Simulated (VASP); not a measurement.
# Al2RuCN2 (P4/mmm) in VASP: notebook, part 2 of 2

VASP 6.6.1. Earlier steps stand in the parts before.

**3. Single point, PBE, collinear spin, ferromagnetic start**

This run uses another cell than the first one, of the same volume but with other edges.

File INCAR:

```
SYSTEM = Al2RuCN2
  PREC = Accurate
  ENCUT = 520
  EDIFF = 1E-6
  ISMEAR = 0
  SIGMA = 0.1
  LREAL = .FALSE.
  LASPH = .TRUE.
  NELM = 150
  ALGO = Normal
  ISIF = 2
  LWAVE = .FALSE.
  LCHARG = .FALSE.
  ISPIN = 2
  MAGMOM = 0 0 1 0 0 0
  LORBIT = 11
  LMAXMIX = 4
  GGA = PE
  NBANDS = 30
```

File KPOINTS:

```
Automatic mesh
0
G
  6 6 4
  0 0 0
```

File POSCAR:

```
Al2RuCN2
1.0
    3.2451431108      0.0000000000      0.0000000000
    0.0000000000      3.2451431108      0.0000000000
    0.0000000000      0.0000000000      5.6999803208
Al Ru C N
2 1 1 2
Direct
    0.5000000000      0.5000000000      0.7531130724
    0.5000000000      0.5000000000      0.2468869276
    0.0000000000      0.0000000000      0.0000000000
    0.0000000000      0.0000000000      0.5000000000
    0.0000000000      0.5000000000      0.5000000000
    0.5000000000      0.0000000000      0.5000000000
```

Potentials or basis: VASP PAW PBE potentials, release 64 (Al, Ru_pv, C, N).

Launch:

```bash
> cat potpaw_PBE.64/Al/POTCAR potpaw_PBE.64/Ru_pv/POTCAR potpaw_PBE.64/C/POTCAR potpaw_PBE.64/N/POTCAR > POTCAR
> mpirun -np 1 vasp_std > vasp.out
```

OUTCAR:

```text
SYSTEM = Al2RuCN2
   PREC = Accurate
   ENCUT = 520
   EDIFF = 1E-6
   ISMEAR = 0
   LREAL = .FALSE.
   LASPH = .TRUE.
   NELM = 150
   ISIF = 2
   ISPIN = 2
   LORBIT = 11
   GGA = PE

 ion  position               nearest neighbor table
   1  0.500  0.500  0.753-   5 2.17   6 2.17   6 2.17   5 2.17   3 2.69   3 2.69   3 2.69   3 2.69
                             4 2.71   4 2.71   4 2.71   4 2.71   2 2.81   2 2.89
   2  0.500  0.500  0.247-   5 2.17   6 2.17   6 2.17   5 2.17   3 2.69   3 2.69   3 2.69   3 2.69
                             4 2.71   4 2.71   4 2.71   4 2.71   1 2.81   1 2.89
   3  0.000  0.000  0.000-   1 2.69   2 2.69   1 2.69   2 2.69   1 2.69   2 2.69   1 2.69   2 2.69

   4  0.000  0.000  0.500-   5 1.62   6 1.62   5 1.62   6 1.62   1 2.71   2 2.71   1 2.71   1 2.71
                             2 2.71   2 2.71   1 2.71   2 2.71
   5  0.000  0.500  0.500-   4 1.62   4 1.62   1 2.17   2 2.17   1 2.17   2 2.17
   6  0.500  0.000  0.500-   4 1.62   4 1.62   1 2.17   1 2.17   2 2.17   2 2.17

  LATTYP: Found a simple tetragonal cell.
 ALAT       =     3.2451431108
 C/A-ratio  =     1.7564650082

  Lattice vectors:

 A1 = (   3.2451431108,   0.0000000000,   0.0000000000)
 A2 = (   0.0000000000,   3.2451431108,   0.0000000000)
[... 1760 lines left out ...]
  in kB        1.0051110      1.0051110     -0.2358979      0.0000000     -0.0000000      0.0000000
  external PRESSURE =       0.5914414 kB  Pullay stress =       0.0000000 kB

 VOLUME and BASIS-vectors are now :
 -----------------------------------------------------------------------------
  energy-cutoff  :      520.00
  volume of cell :       60.03
      direct lattice vectors                 reciprocal lattice vectors
     3.245143111  0.000000000  0.000000000     0.308152820  0.000000000  0.000000000
     0.000000000  3.245143111  0.000000000     0.000000000  0.308152820  0.000000000
     0.000000000  0.000000000  5.699980321     0.000000000  0.000000000  0.175439202

 POSITION                                       TOTAL-FORCE (eV/Angst)
 -----------------------------------------------------------------------------------
      1.62257      1.62257      4.29273         0.000000      0.000000      0.014633
      1.62257      1.62257      1.40725        -0.000000     -0.000000     -0.014633
      0.00000      0.00000      0.00000        -0.000000     -0.000000      0.000000
      0.00000      0.00000      2.84999        -0.000000     -0.000000      0.000000
      0.00000      1.62257      2.84999        -0.000000     -0.000000      0.000000
      1.62257      0.00000      2.84999        -0.000000     -0.000000      0.000000
 -----------------------------------------------------------------------------------
    total drift:                                0.000000      0.000000      0.000000

  FREE ENERGIE OF THE ION-ELECTRON SYSTEM (eV)
  ---------------------------------------------------
  free  energy   TOTEN  =       -36.6025966717 eV

  energy  without entropy=      -36.5964546281  energy(sigma->0) =      -36.59952565

 total charge

# of ion       s       p       d       tot
------------------------------------------
    1        0.363   0.336   0.000   0.699
    2        0.363   0.336   0.000   0.699
    3        0.323   6.151   6.211  12.686
    4        0.881   1.272   0.000   2.153
    5        1.289   2.467   0.000   3.756
    6        1.289   2.467   0.000   3.756
--------------------------------------------------
tot          4.508  13.029   6.211  23.748

 magnetization (x)

# of ion       s       p       d       tot
------------------------------------------
    1       -0.000  -0.000   0.000  -0.000
    2       -0.000  -0.000   0.000  -0.000
    3       -0.000  -0.000  -0.000  -0.000
    4       -0.000  -0.000   0.000  -0.000
    5        0.000  -0.000   0.000  -0.000
    6        0.000  -0.000   0.000  -0.000
--------------------------------------------------
tot         -0.000  -0.000  -0.000  -0.000
```

Run time: 34 s. Hardware: 1 thread of Intel Xeon 6975P-C (Granite Rapids), shared host; peak memory 0.23 GiB.

Results:

| Property | Result |
| --- | --- |
| Free energy | -36.6026 eV |
| Pressure | 0.1 GPa |
| Largest force | 0.015 eV/Å |
| Band gap on the k mesh | zero (filled and empty bands overlap) |
| Net moment | 0.00 μB per cell |
| Valence electrons inside the program's atomic spheres | Al 0.70; Ru 12.69; C 2.15; N 3.76 |

Forces on the atoms (eV/Å):
```
Al   0.000  0.000  0.015
Al   0.000  0.000 -0.015
Ru   0.000  0.000  0.000
C    0.000  0.000  0.000
N    0.000  0.000  0.000
N    0.000  0.000  0.000
```

**4. Single point, PBE, collinear spin, ferromagnetic start**

This run uses another cell than the first one, of 12.53 Å³/atom.

INCAR is that of step 3.

KPOINTS is that of step 3.

File POSCAR:

```
Al2RuCN2
1.0
    3.5244236000      0.0000000000      0.0000000000
    0.0000000000      3.5244236000      0.0000000000
    0.0000000000      0.0000000000      6.0544927300
Al Ru C N
2 1 1 2
Direct
    0.5000000000      0.5000000000      0.7395979800
    0.5000000000      0.5000000000      0.2604020200
    0.0000000000      0.0000000000      0.0000000000
    0.0000000000      0.0000000000      0.5000000000
    0.0000000000      0.5000000000      0.5000000000
    0.5000000000      0.0000000000      0.5000000000
```

Launch:

```bash
> cat potpaw_PBE.64/Al/POTCAR potpaw_PBE.64/Ru_pv/POTCAR potpaw_PBE.64/C/POTCAR potpaw_PBE.64/N/POTCAR > POTCAR
> mpirun -np 1 vasp_std > vasp.out
```

Wall time 71 s (1 thread of Intel Xeon 6975P-C (Granite Rapids), shared host); peak memory 0.28 GiB.

Results (log left out):

```yaml
Free_energy: -35.1315 eV
Pressure: -24.8 GPa
Largest_force: 0.175 eV/Å
Net_moment: -0.10 μB per cell
Site_moments: Al +0.00; Ru +0.01; C -0.01; N -0.04 μB
Valence_electrons_inside_the_program's_atomic_spheres: Al 0.62; Ru 12.39; C 2.06; N 3.60
```

Forces in eV/Å, atoms in the order of the input:
```
Al   0.000  0.000 -0.175
Al   0.000  0.000  0.175
Ru   0.000  0.000  0.000
C    0.000  0.000  0.000
N    0.000  0.000  0.000
N    0.000  0.000  0.000
```

Stress tensor (GPa, compression positive):
```
-26.07   0.00   0.00
  0.00 -26.07   0.00
  0.00   0.00 -22.17
```

Levels at points of the mesh, in eV from the Fermi level:
Spin up:
```
           k point  band 13  band 14  band 15  band 16  band 17  band 18  band 19  band 20  band 21  band 22
(0.00, 0.00, 0.00)    -1.38    -1.38    -0.82    -0.52    -0.52     0.07     0.86     2.40     4.22     5.30
(0.50, 0.00, 0.00)    -2.65    -0.80    -0.80    -0.48    -0.25     1.18     1.33     3.04     3.30     3.93
(0.50, 0.50, 0.00)    -0.53    -0.21     0.02     0.23     0.36     0.36     0.78     0.82     3.54     3.54
(0.00, 0.00, 0.50)    -1.39    -1.39    -0.88    -0.34    -0.34     0.08     0.11     2.36     4.09     4.09
(0.50, 0.00, 0.50)    -1.91    -1.52    -0.88    -0.17     0.05     1.40     1.59     2.25     2.67     3.23
(0.50, 0.50, 0.50)    -1.58     0.03     0.77     0.82     1.00     1.83     1.83     2.08     2.87     3.51
```
Spin down:
```
           k point  band 13  band 14  band 15  band 16  band 17  band 18  band 19  band 20  band 21  band 22
(0.00, 0.00, 0.00)    -1.46    -1.46    -0.81    -0.52    -0.52     0.08     0.85     2.37     4.20     5.29
(0.50, 0.00, 0.00)    -2.65    -0.81    -0.80    -0.47    -0.25     1.18     1.30     3.01     3.24     3.93
(0.50, 0.50, 0.00)    -0.54    -0.20    -0.04     0.23     0.36     0.36     0.70     0.78     3.50     3.50
(0.00, 0.00, 0.50)    -1.47    -1.47    -0.89    -0.34    -0.34     0.08     0.11     2.33     4.09     4.09
(0.50, 0.00, 0.50)    -1.91    -1.54    -0.88    -0.17     0.05     1.39     1.59     2.24     2.64     3.18
(0.50, 0.50, 0.50)    -1.58    -0.04     0.70     0.77     1.01     1.83     1.83     2.09     2.86     3.47
```

Caveat: the cell stands under tension.

**5. Relaxation of cell and atoms, PBE**

This run uses another cell than the first one, of the same volume but with other edges.

File INCAR:

```
ALGO = Normal ; EDIFF = 1E-6
EDIFFG = -0.01 ; ENCUT = 600
GGA = PE ; IBRION = 2
ISIF = 3 ; ISMEAR = 0
LASPH = True ; LCHARG = False
LREAL = False ; LWAVE = False
NELM = 60 ; NSW = 100
PREC = Accurate ; SIGMA = 0.1
```

File KPOINTS:

```
k-points
0
Gamma
  12 12 8
```

File POSCAR:

```
Al2RuCN2
1.0
    3.2451431108      0.0000000000      0.0000000000
    0.0000000000      3.2451431108      0.0000000000
    0.0000000000      0.0000000000      5.6999803208
Al Ru C N
2 1 1 2
Direct
    0.5000000000      0.5000000000      0.7531130724
    0.5000000000      0.5000000000      0.2468869276
    0.0000000000      0.0000000000      0.0000000000
    0.0000000000      0.0000000000      0.5000000000
    0.0000000000      0.5000000000      0.5000000000
    0.5000000000      0.0000000000      0.5000000000
```

Launch:

```bash
> cat potpaw_PBE.64/Al/POTCAR potpaw_PBE.64/Ru_pv/POTCAR potpaw_PBE.64/C/POTCAR potpaw_PBE.64/N/POTCAR > POTCAR
> mpirun -np 1 vasp_std > vasp.out
```

It took 9.5 min on 1 thread of Intel Xeon 6975P-C (Granite Rapids), shared host; peak memory 0.38 GiB.

The run converged. Its results:

```yaml
Free_energy: -36.6294 eV
Energy_gained_by_relaxing: 11.9 meV/atom
Ionic_steps: 13
Pressure_after_relaxing: 0.1 GPa
Largest_force_after_relaxing: 0.009 eV/Å
Band_gap_on_the_k_mesh: zero (bands 17 and 18 overlap by 1.97 eV)
```

Forces in eV/Å, atoms in the order of the input:
```
Al   0.000  0.000 -0.009
Al   0.000  0.000  0.009
Ru   0.000  0.000  0.000
C    0.000  0.000  0.000
N    0.000  0.000  0.000
N    0.000  0.000  0.000
```

The path:
| step | energy change (eV) | largest force (eV/Å) | pressure (GPa) | volume (Å³) |
| --- | --- | --- | --- | --- |
| 1 | 0.0000 | 0.3654 | 1.21 | 60.03 |
| 2 | -0.0357 | 0.3467 | -1.21 | 60.68 |
| 3 | -0.0342 | 0.1073 | -5.45 | 62.04 |
| 4 | -0.0524 | 0.1588 | -3.36 | 61.33 |
| 5 | -0.0668 | 0.1404 | -1.53 | 60.65 |
| 6 | -0.0671 | 0.1785 | -1.23 | 60.55 |
| 7 | -0.0704 | 0.1064 | -0.30 | 60.22 |
| 8 | -0.0709 | 0.0544 | 0.34 | 60.00 |
| 9 | -0.0709 | 0.0590 | 0.26 | 60.02 |
| 10 | -0.0713 | 0.0125 | 0.02 | 60.07 |
| 11 | -0.0713 | 0.0122 | -0.11 | 60.10 |
| 12 | -0.0714 | 0.0101 | -0.03 | 60.07 |
| 13 | -0.0714 | 0.0092 | 0.06 | 60.03 |

Final structure:
```
Al Ru C N
1.0
     3.30316    0.00000    0.00000
     0.00000    3.30316    0.00000
     0.00000    0.00000    5.50195
Al Ru C N
2 1 1 2
Direct
  0.50000 0.50000 0.74645
  0.50000 0.50000 0.25355
  0.00000 0.00000 0.00000
  0.00000 0.00000 0.50000
  0.00000 0.50000 0.50000
  0.50000 0.00000 0.50000
```

Levels at points of the mesh, in eV from the Fermi level:
```tsv
k point	band 15	band 16	band 17	band 18	band 19	band 20
(0.00, 0.00, 0.00)	-0.97	-0.90	-0.90	-0.15	1.56	3.01
(0.50, 0.00, 0.00)	-0.90	-0.68	-0.56	1.34	1.44	3.63
(0.50, 0.50, 0.00)	0.00	0.03	0.03	0.91	1.02	1.25
(0.00, 0.00, 0.50)	-1.16	-0.60	-0.60	-0.14	0.27	3.01
(0.50, 0.00, 0.50)	-1.51	-0.40	0.04	1.64	2.00	2.99
(0.50, 0.50, 0.50)	0.89	1.02	1.38	1.82	1.82	3.31
```

**6. The runs side by side**

| task | spin | cell | k mesh | cutoff (eV) | gap on the mesh (eV) | pressure (GPa) | moment (μB) | largest force (eV/Å) |
| --- | --- | --- | --- | --- | --- | --- | --- | --- |
| single point | off | a = 3.304, b = 3.304, c = 5.506 Å, 6 atoms, atomic positions A | 12 × 12 × 8 | 520 | none | -0.1 | - | 0.01 |
| single point | collinear, ferromagnetic start | a = 3.245, b = 3.245, c = 5.700 Å, 6 atoms, atomic positions B | 6 × 6 × 4 | 520 | none | 0.1 | 0.00 | 0.01 |
| single point | collinear, ferromagnetic start | a = 3.524, b = 3.524, c = 6.054 Å, 6 atoms, atomic positions C | 6 × 6 × 4 | 520 | none | -24.8 | 0.10 | 0.17 |
| relaxation of cell and atoms | off | relaxed from a = 3.245, b = 3.245, c = 5.700 Å, 6 atoms, atomic positions B | 12 × 12 × 8 | 600 | none | 0.1 | - | 0.01 |

Alike in all rows: level PBE; potentials or basis VASP PAW PBE potentials, release 64 (Al, Ru_pv, C, N); smearing gaussian 0.1 eV.

Caveats: the cell stands under tension (at least some runs).

Absolute energies hang on the potentials; compare differences alone.
